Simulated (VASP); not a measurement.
Input of a VASP 6.6.1 run:

File INCAR:

```
SYSTEM = BeTe
  ALGO = Normal
  EDIFF = 1E-6
  ENCUT = 600
  GGA = PS
  GGA_COMPAT = .False.
  ISIF = 2
  ISMEAR = 0
  LASPH = .True.
  LCHARG = .False.
  LREAL = .False.
  LWAVE = .False.
  NBANDS = 11
  NELM = 120
  PREC = Accurate
  SIGMA = 0.05
```

KPOINTS

```
k-points
0
Gamma
  8 8 8
  0 0 0
```

Contents of POSCAR:

```
BeTe
1.0
    0.0000000000      2.8025663535      2.8025663535
    2.8025663535      0.0000000000      2.8025663535
    2.8025663535      2.8025663535      0.0000000000
Be Te
1 1
Direct
    0.0000000000      0.0000000000      0.0000000000
    0.7500000000      0.7500000000      0.7500000000
```

Potentials or basis: VASP PAW PBE potentials, release 64 (Be, Te).

Command:

```bash
$ cat potpaw_PBE.64/Be/POTCAR potpaw_PBE.64/Te/POTCAR > POTCAR
$ mpirun -np 1 vasp_std > vasp.out
```

**Question.** Predict the pressure.

**Answer.** 0.2 GPa.

**Question.** Predict the band gap on the k mesh.

**Answer.** 1.82 eV, indirect (least direct gap 3.59 eV).

Caveat: the PAW data sets were made with another functional, which shifts forces and pressure a little; spin-orbit coupling is left out, which moves the levels of the heavy elements. Expect the measured gap to be larger: semilocal functionals such as PBEsol lack the derivative discontinuity.
